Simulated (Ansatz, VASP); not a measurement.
## One calculation of TiAl3, two programs

```
CELL_PARAMETERS angstrom
2.78139 0.00000 0.00000
0.00000 4.67107 0.00000
0.00000 0.00000 4.89340
ATOMIC_POSITIONS crystal
Ti 0.00000 0.50000 0.16317
Al 0.50000 0.47859 0.66405
Al 0.50000 0.97859 0.33311
Al 0.00000 0.97859 0.83967
```

Change from the starting cell: all Al atoms moved -0.100 Å, as atom 2 along Cartesian [0 1 0].

Alike in both runs: task single point; functional PBEsol; k mesh 18 × 10 × 10; occupations gaussian, width 0.15 eV; no spin polarisation.

```csv
,VASP,Ansatz
version,VASP 6.6.1,Ansatz 0.2.0
potentials or method,"VASP PAW PBE potentials, release 64 (Ti_sv, Al), cutoff 520 eV","scalar-relativistic, plane waves, PAW"
valence electrons in the cell,21,21
```

```csv
,VASP,Ansatz,Ansatz less VASP
gap on the k mesh at the Fermi level (eV),none,none,-
pressure (GPa),0.3,0.3,-0.05
"traceless stress, the component that is largest in VASP (GPa)",-0.33,-0.33,-0.001
rms of the force components (eV/Å),0.251,0.250,-0.0011
```

VASP's potentials were made for PBE, not for PBEsol. Atom by atom the forces differ by 0.001 eV/Å (rms over components). A gap of «none» marks a metal or a gap that the smearing closes.
